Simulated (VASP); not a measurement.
Runs of VASP 6.6.1 on AlSn. The structure is that of space group P6/mmm (No. 191), or close to it. The cells are those of the table. The cell was built from a structure type or drawn by symmetry, and may not be a known phase.

```tsv
task	cell	k mesh	cutoff (eV)	gap on the mesh (eV)	pressure (GPa)	relaxed volume (Å³/atom)
relaxation of cell and atoms	relaxed from a = 9.135, b = 9.135, c = 3.068 Å, angles 90.0, 90.0, 120.0°, 6 atoms	6 × 6 × 12	600	none	0.0	36.86
relaxation of cell and atoms	relaxed from a = 6.216, b = 6.216, c = 4.495 Å, angles 90.0, 90.0, 120.0°, 6 atoms	3 × 3 × 4	600	none	0.0	36.61
relaxation of cell and atoms	relaxed from a = 9.431, b = 9.431, c = 2.861 Å, angles 90.0, 90.0, 120.0°, 6 atoms	3 × 3 × 6	600	none	0.1	(a)
single point	a = 9.431, b = 9.431, c = 2.861 Å, angles 90.0, 90.0, 120.0°, 6 atoms	3 × 3 × 4	520	none	0.0	-
single point	a = 9.304, b = 9.304, c = 2.956 Å, angles 90.0, 90.0, 120.0°, 6 atoms	6 × 6 × 12	520	none	0.0	-
single point	a = 9.135, b = 9.135, c = 3.068 Å, angles 90.0, 90.0, 120.0°, 6 atoms	3 × 3 × 6	520	none	0.0	-
single point	a = 6.216, b = 6.216, c = 4.495 Å, angles 90.0, 90.0, 120.0°, 6 atoms	3 × 3 × 4	520	none	100.6	-
```

Alike in all rows: level PBE; potentials or basis VASP PAW PBE potentials, release 64 (Al, Sn_d); no spin polarisation; smearing gaussian 0.1 eV.

Q: Estimate the missing entries.

A: (a) 36.76.

Caveats: some runs use coarse meshes; spin-orbit coupling is left out, which moves the levels of the heavy elements; the volume moved by over 15 % at a fixed basis, so the end points are rough (at least some runs); atoms lie so close that the PAW spheres overlap strongly, which falsifies energies and pressures (at least some runs).

A k mesh can miss the band edges, and the runs leave out spin-orbit coupling on Sn.

A gap of «none» marks levels without a gap at the run's occupations.
